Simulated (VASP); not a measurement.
Input of a VASP 6.6.1 run:

INCAR

```
SYSTEM = CuSi16
PREC     = Accurate       ! precision mode
ENCUT    = 520            ! plane-wave cutoff, eV
EDIFF    = 1E-6           ! SCF threshold, eV
ISMEAR   = -1             ! smearing method
SIGMA    = 0.02           ! smearing width, eV
LREAL    = Auto         
LASPH    = .TRUE.         ! aspherical terms in the spheres
NELM     = 60             ! most SCF steps
ALGO     = Normal         ! electronic algorithm
ISIF     = 2              ! what is computed and relaxed
LWAVE    = .FALSE.        ! write WAVECAR
LCHARG   = .FALSE.        ! write CHGCAR
GGA      = CA             ! functional
NBANDS   = 52             ! bands
NELECT   = 74.0
```

Contents of KPOINTS:

```
regular mesh
0
G
  2 2 2
  0 0 0
```

Contents of POSCAR:

```
CuSi16
1.0
    0.0000000000      5.4300000000      5.4300000000
    5.4300000000      0.0000000000      5.4300000000
    5.4300000000      5.4300000000      0.0000000000
Si Cu
16 1
Direct
   -0.0193666794      0.0395160993     -0.0125713236
    0.1297602624      0.1190119282      0.1283502556
    0.0066919564     -0.0156248056      0.5040773916
    0.1330454129      0.1204379331      0.6176284628
    0.0022121833      0.5083824852     -0.0020009379
    0.1112802152      0.6666626324      0.1110763512
    0.0038926426      0.5085118100      0.4900246274
    0.1400729623      0.6094144881      0.6255943694
    0.5041530698     -0.0136738246      0.0017277704
    0.6106407728      0.1214182415      0.1351772554
    0.5066232711     -0.0170180167      0.5091598953
    0.6335700509      0.1099737915      0.6283914222
    0.4883578516      0.5083421409      0.0038302346
    0.6300841057      0.6115564916      0.1319145235
    0.5114755288      0.4837239692      0.5037925565
    0.6317364010      0.6083594013      0.6310615370
    0.2219895928      0.3000055346      0.2342466086
```

Potentials or basis: VASP PAW LDA potentials, release 64 (Si, Cu).

Command:

```sh
$ cat potpaw_LDA.64/Si/POTCAR potpaw_LDA.64/Cu/POTCAR > POTCAR
$ mpirun -np 1 vasp_std > vasp.out
```

Task: Predict the largest force.

Result: 0.085 eV/Å.

Forces on the atoms (eV/Å):
```
Si  -0.011  0.029  0.010
Si   0.004 -0.016 -0.010
Si  -0.009  0.004  0.008
Si   0.010 -0.026 -0.036
Si  -0.021 -0.032  0.009
Si   0.044 -0.047  0.031
Si   0.008  0.034 -0.008
Si   0.029 -0.036 -0.018
Si  -0.029  0.026  0.019
Si  -0.009 -0.030  0.010
Si   0.004  0.025  0.048
Si   0.029  0.002 -0.008
Si  -0.051  0.036  0.033
Si   0.011 -0.025 -0.031
Si  -0.009  0.020 -0.008
Si   0.017 -0.039 -0.013
Cu  -0.018  0.074 -0.037
```

Caveat: the k points lie up to 0.50 Å⁻¹ apart; the cell carries a net charge on a neutralising background, which shifts energy and pressure.
